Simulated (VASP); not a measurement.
# Si2W (P6_222) in VASP: a series of runs, part 2 of 2

VASP 6.6.1. Earlier steps stand in the parts before.

## Step 5: Single point, PBEsol (strain -0.050 along x and y, +0.025 along z)

Contents of INCAR:

```
PREC     = Accurate       # precision mode
ENCUT    = 520            # plane-wave cutoff, eV
EDIFF    = 1E-7           # SCF threshold, eV
ISMEAR   = 0              # smearing method
SIGMA    = 0.15           # smearing width, eV
LREAL    = False          # projectors in reciprocal space
LASPH    = True           # aspherical terms in the spheres
NELM     = 100            # most SCF steps
ALGO     = Normal         # electronic algorithm
ISIF     = 2              # what is computed and relaxed
LWAVE    = False          # write WAVECAR
LCHARG   = False          # write CHGCAR
GGA      = PS             # functional
NBANDS   = 43             # bands
```

Contents of KPOINTS:

```
Automatic mesh
0
Gamma
  12 12 6
```

Contents of POSCAR:

```
Si2W
1.0
    4.3472822716      0.0000000000      0.0000000000
   -2.1736411358      3.7648568846      0.0000000000
    0.0000000000      0.0000000000      6.7683901565
Si W
6 3
Direct
    0.8361793875      0.6723587749      0.5000000000
    0.1638206125      0.8361793875      0.8333333333
    0.6723587749      0.8361793875      0.1666666667
    0.1638206125      0.3276412251      0.5000000000
    0.8361793875      0.1638206125      0.8333333333
    0.3276412251      0.1638206125      0.1666666667
    0.0000000000      0.5000000000      0.1666666667
    0.5000000000      0.5000000000      0.8333333333
    0.5000000000      0.0000000000      0.5000000000
```

Started as:

```console
> cat potpaw_PBE.64/Si/POTCAR potpaw_PBE.64/W_sv/POTCAR > POTCAR
> mpirun -np 1 vasp_std > vasp.out
```

Run time: 4.8 min. Hardware: 1 thread of Intel Xeon Platinum 8488C (Sapphire Rapids), shared host; peak memory 0.39 GiB.

It converged, with:

```yaml
Free_energy: -78.2720 eV
Pressure: 23.6 GPa
Largest_force: 0.090 eV/Å
Band_gap_on_the_k_mesh: 0.35 eV (least direct gap 0.70 eV)
```

Forces in eV/Å, atoms in the order of the input:
```
Si   0.000 -0.090  0.000
Si   0.078 -0.045  0.000
Si  -0.078 -0.045  0.000
Si   0.000  0.090  0.000
Si  -0.078  0.045  0.000
Si   0.078  0.045  0.000
W    0.000  0.000  0.000
W    0.000  0.000  0.000
W    0.000  0.000  0.000
```

Stress tensor (GPa, compression positive):
```
32.61  0.00  0.00
 0.00 32.61  0.00
 0.00  0.00  5.60
```

Levels at points of the mesh, in eV from the valence-band top:
```tsv
k point	band 31	band 32	band 33	band 34	band 35	band 36
(0.00, 0.00, 0.00)	-2.12	-1.78	-0.90	2.61	2.61	3.11
(0.50, 0.00, 0.00)	-1.66	-1.14	-0.35	0.35	1.27	1.71
(0.00, 0.00, 0.50)	-1.61	-1.11	-1.11	2.11	2.84	2.88
(0.50, 0.00, 0.50)	-1.89	-0.71	0.00	1.04	1.10	1.51
```

Caveat: the cell differs from its parent crystal (strain -0.050 along x and y, +0.025 along z); the stress differs along the axes, from 6 to 33 GPa; the PAW data sets were made with another functional, which shifts forces and pressure a little; spin-orbit coupling is left out, which moves the levels of the heavy elements. A k mesh can miss the band edges.

## Step 6: Single point, PBEsol (strain -0.050 along x and y, +0.050 along z)

Contents of INCAR:

```
SYSTEM = Si2W
PREC = Accurate ; ENCUT = 520
EDIFF = 1E-6 ; ISMEAR = 0
SIGMA = 0.15 ; LREAL = .FALSE.
LASPH = .TRUE. ; NELM = 60
ALGO = Normal ; ISIF = 2
LWAVE = .FALSE. ; LCHARG = .TRUE.
GGA = PS ; LELF = .TRUE.
LVHAR = .TRUE. ; NBANDS = 43
```

Contents of KPOINTS:

```
regular mesh
0
G
  12 12 6
  0 0 0
```

POSCAR: that of step 5 with these lines changed.

```diff
@@ -4,3 +4,3 @@
    -2.1736411358      3.7648568846      0.0000000000
-    0.0000000000      0.0000000000      6.7683901565
+    0.0000000000      0.0000000000      6.9334728433
 Si W
```

Potentials or basis: VASP PAW PBE potentials, release 64 (Si, W_sv).

Started as:

```console
> cat potpaw_PBE.64/Si/POTCAR potpaw_PBE.64/W_sv/POTCAR > POTCAR
> mpirun -np 1 vasp_std > vasp.out
```

Run time: 4.3 min. Hardware: 1 thread of Intel Xeon Platinum 8488C (Sapphire Rapids), shared host; peak memory 0.41 GiB.

It converged, with:

| Property | Result |
| --- | --- |
| Free energy | -78.2794 eV |
| Pressure | 17.3 GPa |
| Largest force | 0.136 eV/Å |
| Band gap on the k mesh | 0.51 eV (least direct gap 0.66 eV) |

Forces in eV/Å, atoms in the order of the input:
```
Si   0.000 -0.136  0.000
Si   0.118 -0.068  0.000
Si  -0.118 -0.068  0.000
Si   0.000  0.136  0.000
Si  -0.118  0.068  0.000
Si   0.118  0.068  0.000
W    0.000  0.000  0.000
W    0.000  0.000  0.000
W    0.000  0.000  0.000
```

Stress tensor (GPa, compression positive):
```
28.24  0.00  0.00
 0.00 28.24  0.00
 0.00  0.00 -4.44
```

Levels at points of the mesh, in eV from the valence-band top:
| k point | band 31 | band 32 | band 33 | band 34 | band 35 | band 36 |
| --- | --- | --- | --- | --- | --- | --- |
| (0.00, 0.00, 0.00) | -1.70 | -1.43 | -0.73 | 2.76 | 2.76 | 3.08 |
| (0.50, 0.00, 0.00) | -1.47 | -1.09 | -0.15 | 0.51 | 1.41 | 1.94 |
| (0.00, 0.00, 0.50) | -1.24 | -1.12 | -1.12 | 2.13 | 2.96 | 2.96 |
| (0.50, 0.00, 0.50) | -1.65 | -0.52 | 0.00 | 1.00 | 1.13 | 1.69 |

Caveat: the cell differs from its parent crystal (strain -0.050 along x and y, +0.050 along z); the stress differs along the axes, from -4 to 28 GPa; the PAW data sets were made with another functional, which shifts forces and pressure a little; spin-orbit coupling is left out, which moves the levels of the heavy elements. A k mesh can miss the band edges.

## Step 7: Overview

```csv
cell,gap on the mesh (eV),pressure (GPa),largest force (eV/Å)
"a = 4.690, b = 4.690, c = 6.768 Å, angles 90.0, 90.0, 120.0°, 9 atoms",0.02,-14.6,0.04
"a = 4.805, b = 4.805, c = 6.603 Å, angles 90.0, 90.0, 120.0°, 9 atoms",0.01,-17.1,0.01
"a = 4.690, b = 4.690, c = 6.933 Å, angles 90.0, 90.0, 120.0°, 9 atoms",0.11,-18.5,0.07
"a = 4.347, b = 4.347, c = 6.768 Å, angles 90.0, 90.0, 120.0°, 9 atoms",0.35,23.6,0.09
"a = 4.347, b = 4.347, c = 6.933 Å, angles 90.0, 90.0, 120.0°, 9 atoms",0.51,17.3,0.14
```

Alike in all rows: task single point; level PBEsol; potentials or basis VASP PAW PBE potentials, release 64 (Si, W_sv); no spin polarisation; k mesh 12 × 12 × 6; cutoff (eV) 520; smearing gaussian 0.15 eV.

Caveats: the PAW data sets were made with another functional, which shifts forces and pressure a little; spin-orbit coupling is left out, which moves the levels of the heavy elements; the cell stands under tension (at least some runs); the stress differs along the axes, from -20 to -12 GPa (at least some runs); the stress differs along the axes, from -22 to -17 GPa (at least some runs); the stress differs along the axes, from 6 to 33 GPa (at least some runs); the stress differs along the axes, from -4 to 28 GPa (at least some runs).

Total energies depend on the potentials used, so only differences within one code and one set of settings carry meaning.
